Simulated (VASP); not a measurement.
A run of VASP 6.6.1 is set up as follows.

The input INCAR:

```
SYSTEM = WC
ALGO     = Normal         ! electronic algorithm
EDIFF    = 1E-7           ! SCF threshold, eV
ENCUT    = 520            ! plane-wave cutoff, eV
GGA      = PE             ! functional
GGA_COMPAT= .False.      
ISIF     = 2              ! what is computed and relaxed
ISMEAR   = 0              ! smearing method
LASPH    = .True.         ! aspherical terms in the spheres
LCHARG   = .False.        ! write CHGCAR
LMAXMIX  = 4              ! l up to which the mixer works
LORBIT   = 11             ! projections on sites
LORBMOM  = .True.       
LREAL    = .False.        ! projectors in reciprocal space
LSORBIT  = .True.         ! spin-orbit coupling
LWAVE    = .False.        ! write WAVECAR
MAGMOM   = 0 0 0 0 0 0    ! initial moments
NBANDS   = 30             ! bands
NELM     = 150            ! most SCF steps
PREC     = Accurate       ! precision mode
SIGMA    = 0.1            ! smearing width, eV
```

File KPOINTS:

```
k-points
0
Gamma
  18 18 14
  0 0 0
```

File POSCAR:

```
WC
1.0
    2.9216789202      0.0000000000      0.0000000000
   -1.4608394601      2.5302481666      0.0000000000
    0.0000000000      0.0000000000      2.8470525734
W C
1 1
Direct
    0.0000000000      0.0000000000      0.0000000000
    0.6666666667      0.3333333333      0.5000000000
```

Potentials or basis: VASP PAW PBE potentials, release 64 (W_sv, C).

Run with:

```console
$ cat potpaw_PBE.64/W_sv/POTCAR potpaw_PBE.64/C/POTCAR > POTCAR
$ mpirun -np 1 vasp_ncl > vasp.out
```

Q: Estimate the net moment.

A: 0.00 μB per cell.

Q: Estimate the pressure.

A: 1.8 GPa.

Stress tensor (GPa, compression positive):
```
1.73 0.00 0.00
0.00 1.73 0.00
0.00 0.00 1.89
```
